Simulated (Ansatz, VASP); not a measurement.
# C: VASP beside Ansatz

The input INCAR:

```
SYSTEM = C
ALGO = Normal
EDIFF = 1E-7
ENCUT = 520
GGA = PS
ISIF = 2
ISMEAR = 0
IVDW = 12
LASPH = .True.
LCHARG = .True.
LELF = .True.
LREAL = .False.
LVHAR = .True.
LWAVE = .False.
NBANDS = 11
NELM = 80
PREC = Accurate
SIGMA = 0.03
```

The input KPOINTS:

```
k-points
0
Gamma
  18 18 18
  0 0 0
```

POSCAR

```
C
1.0
    0.0000000000      2.0494273408      3.2016462491
    1.1840205792      0.0000000000      3.2016462491
    1.1840205792      2.0494273408      0.0000000000
C
2
Direct
    0.1667066167      0.8332933833      0.1667066167
    0.8332933833      0.1667066167      0.8332933833
```

Input for Ansatz:

```yaml
crystal:
  lattice:
    - [0.0, 2.0494273408, 3.2016462491]
    - [1.1840205792, 0.0, 3.2016462491]
    - [1.1840205792, 2.0494273408, 0.0]
  atoms:
    - { symbol: C, position: [0.1667066167, 0.8332933833, 0.1667066167] }
    - { symbol: C, position: [0.8332933833, 0.1667066167, 0.8332933833] }
basis:
  ecutwfc: 520.0
kpoints:
  mp_grid: { grid: [18, 18, 18] }
hamiltonian:
  xc: pbesol
  pseudopotentials: { kind: paw, azcp: { folder: soft_1 } }
  dispersion: d3bj
scf:
  occupations: { method: gaussian, width: 0.03 }
output:
  forces: true
  stress: true
  eigenvalues: true
```

Change from the starting cell: volume 7.769 Å^3 an atom, stretch along c over the lengths across it, relative to the relaxed cell 1.0000.

Alike in both runs: task single point; functional PBEsol; dispersion D3(BJ); k mesh 18 × 18 × 18; occupations gaussian, width 0.03 eV; no spin polarisation.

|  | VASP | Ansatz |
| --- | --- | --- |
| version | VASP 6.6.1 | Ansatz 0.2.0 |
| potentials or method | VASP PAW PBE potentials, release 64 (C), cutoff 520 eV | scalar-relativistic, plane waves, PAW |
| valence electrons in the cell | 8 | 8 |

|  | VASP | Ansatz | Ansatz less VASP |
| --- | --- | --- | --- |
| gap on the k mesh at the Fermi level (eV) | 0.10 | 0.10 | 0.000 |
| least direct gap on the mesh (eV) | 0.19 | 0.19 | 0.000 |

VASP's potentials were made for PBE, not for PBEsol, and Ansatz warns of the same on its side.
